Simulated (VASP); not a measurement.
Write the native input for VASP 6.6.1 that does the following.

```
Task                   : electric field gradients
Functional             : PBE
Potentials or basis    : VASP PAW PBE potentials, release 64 (Zr_sv, C)
Cutoff                 : 520 eV
k mesh                 : 11 × 11 × 11
Occupations            : fermi-dirac, width 0.03 eV
Spin                   : no spin polarisation
Dipole correction      : no
Further INCAR settings : ALGO = Normal; EDIFF = 1e-08; NBANDS = 15
```

The structure of ZrC (zincblende type) lies in POSCAR:

```
ZrC
1.0
    0.0000000000      2.5451788125      2.5451788125
    2.5451788125      0.0000000000      2.5451788125
    2.5451788125      2.5451788125      0.0000000000
Zr C
1 1
Direct
    0.0000000000      0.0000000000      0.0000000000
    0.2500000000      0.2500000000      0.2500000000
```

These files were run (other wordings do the same):

INCAR

```
PREC = Accurate ; ENCUT = 520
EDIFF = 1E-8 ; ISMEAR = -1
SIGMA = 0.03 ; LREAL = False
LASPH = True ; NELM = 60
ALGO = Normal ; ISIF = 2
LWAVE = False ; LCHARG = False
GGA = PE ; LEFG = True
NBANDS = 15
```

KPOINTS

```
regular mesh
0
Gamma
  11 11 11
```

Potentials or basis: VASP PAW PBE potentials, release 64 (Zr_sv, C).

Run with:

```sh
$ cat potpaw_PBE.64/Zr_sv/POTCAR potpaw_PBE.64/C/POTCAR > POTCAR
$ mpirun -np 1 vasp_std > vasp.out
```

It gave:

- Pressure: 0.1 GPa
- Band gap on the k mesh: 0.54 eV, indirect (least direct gap 0.55 eV)

Caveat: without QUAD_EFG the Cq values of the log hold for a quadrupole moment of 1 mb, not for the nuclei.

Wall time 18 s on 1 thread of Intel(R) Xeon(R) Platinum 8488C (Sapphire Rapids), with other jobs on the host, peak memory 0.16 GiB.
